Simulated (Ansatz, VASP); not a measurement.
**InSe: VASP beside Ansatz**

File INCAR:

```
SYSTEM = InSe
  PREC = Accurate
  ENCUT = 520
  EDIFF = 1E-7
  ISMEAR = 0
  SIGMA = 0.05
  LREAL = Auto
  LASPH = .True.
  NELM = 60
  ALGO = Normal
  ISIF = 2
  LWAVE = .False.
  LCHARG = .False.
  GGA = PE
  NBANDS = 174
```

Contents of KPOINTS:

```
regular mesh
0
Gamma
  3 3 1
  0 0 0
```

Contents of POSCAR:

```
InSe
1.0
    8.0946590000      0.0000000000      0.0000000000
   -4.0473290000      7.0101800000      0.0000000000
    0.0000000000      0.0000000000     18.0520650000
In Se
16 16
Direct
    0.0000000000      0.0000000000      0.5773940000
    0.0000000000      0.5000000000      0.5773940000
    0.5000000000      0.0000000000      0.5773940000
    0.5000000000      0.5000000000      0.5773940000
    0.0000000000      0.0000000000      0.4226060000
    0.0000000000      0.5000000000      0.4226060000
    0.5000000000      0.0000000000      0.4226060000
    0.5000000000      0.5000000000      0.4226060000
    0.1666670000      0.3333330000      0.9226100000
    0.1666670000      0.8333330000      0.9226100000
    0.6666670000      0.3333330000      0.9226100000
    0.6666670000      0.8333330000      0.9226100000
    0.1666670000      0.3333330000      0.0773900000
    0.1666670000      0.8333330000      0.0773900000
    0.6666670000      0.3333330000      0.0773900000
    0.6666670000      0.8333330000      0.0773900000
    0.3333330000      0.1666670000      0.8530000000
    0.3333330000      0.6666670000      0.8530000000
    0.8333330000      0.1666670000      0.8530000000
    0.8333330000      0.6666670000      0.8530000000
    0.3333330000      0.1666670000      0.1470000000
    0.3333330000      0.6666670000      0.1470000000
    0.8333330000      0.1666670000      0.1470000000
    0.8333330000      0.6666670000      0.1470000000
    0.1666670000      0.3333330000      0.6470160000
    0.1666670000      0.8333330000      0.6470160000
    0.6666670000      0.3333330000      0.6470160000
    0.6666670000      0.8333330000      0.6470160000
    0.1666670000      0.3333330000      0.3529840000
    0.1666670000      0.8333330000      0.3529840000
    0.6666670000      0.3333330000      0.3529840000
    0.6666670000      0.8333330000      0.3529840000
```

Input for Ansatz:

```yaml
crystal:
  lattice:
    - [8.094659, 0.0, 0.0]
    - [-4.047329, 7.01018, 0.0]
    - [0.0, 0.0, 18.052065]
  atoms:
    - { symbol: In, position: [0.0, 0.0, 0.577394] }
    - { symbol: In, position: [0.0, 0.5, 0.577394] }
    - { symbol: In, position: [0.5, 0.0, 0.577394] }
    - { symbol: In, position: [0.5, 0.5, 0.577394] }
    - { symbol: In, position: [0.0, 0.0, 0.422606] }
    - { symbol: In, position: [0.0, 0.5, 0.422606] }
    - { symbol: In, position: [0.5, 0.0, 0.422606] }
    - { symbol: In, position: [0.5, 0.5, 0.422606] }
    - { symbol: In, position: [0.166667, 0.333333, 0.92261] }
    - { symbol: In, position: [0.166667, 0.833333, 0.92261] }
    - { symbol: In, position: [0.666667, 0.333333, 0.92261] }
    - { symbol: In, position: [0.666667, 0.833333, 0.92261] }
    - { symbol: In, position: [0.166667, 0.333333, 0.07739] }
    - { symbol: In, position: [0.166667, 0.833333, 0.07739] }
    - { symbol: In, position: [0.666667, 0.333333, 0.07739] }
    - { symbol: In, position: [0.666667, 0.833333, 0.07739] }
    - { symbol: Se, position: [0.333333, 0.166667, 0.853] }
    - { symbol: Se, position: [0.333333, 0.666667, 0.853] }
    - { symbol: Se, position: [0.833333, 0.166667, 0.853] }
    - { symbol: Se, position: [0.833333, 0.666667, 0.853] }
    - { symbol: Se, position: [0.333333, 0.166667, 0.147] }
    - { symbol: Se, position: [0.333333, 0.666667, 0.147] }
    - { symbol: Se, position: [0.833333, 0.166667, 0.147] }
    - { symbol: Se, position: [0.833333, 0.666667, 0.147] }
    - { symbol: Se, position: [0.166667, 0.333333, 0.647016] }
    - { symbol: Se, position: [0.166667, 0.833333, 0.647016] }
    - { symbol: Se, position: [0.666667, 0.333333, 0.647016] }
    - { symbol: Se, position: [0.666667, 0.833333, 0.647016] }
    - { symbol: Se, position: [0.166667, 0.333333, 0.352984] }
    - { symbol: Se, position: [0.166667, 0.833333, 0.352984] }
    - { symbol: Se, position: [0.666667, 0.333333, 0.352984] }
    - { symbol: Se, position: [0.666667, 0.833333, 0.352984] }
basis:
  ecutwfc: 420
  fft_grid_basis: typed
kpoints:
  mp_grid: { grid: [3, 3, 1] }
hamiltonian:
  xc: pbe
  pseudopotentials: { kind: paw }
scf:
  occupations: { method: gaussian, width: 0.05 }
output:
  forces: true
  stress: false
  eigenvalues: true
  bader: false
  write_density: true
  volumetric_format: npy
```

Alike in both runs: task single point; functional PBE; k mesh 3 × 3 × 1; occupations gaussian, width 0.05 eV; no spin polarisation.

```csv
,VASP,Ansatz
version,VASP 6.6.1,Ansatz 0.2.0
potentials or method,"VASP PAW PBE potentials, release 64 (In_d, Se), cutoff 520 eV","scalar-relativistic, plane waves, PAW"
valence electrons in the cell,304,464
```

Ansatz gave:

* gap on the k mesh at the Fermi level (eV): 0.73
* rms of the force components (eV/Å): 0.105

Task: What did VASP give for the same quantities?

Result: gap on the k mesh at the Fermi level (eV): 0.72; rms of the force components (eV/Å): 0.108.

Atom by atom the forces differ by 0.005 eV/Å (rms over components). VASP's potentials hold 304 valence electrons a cell and Ansatz's 464, so a difference there can come from the potentials and not from the codes. Ansatz's warnings: structure snapped to symmetry.
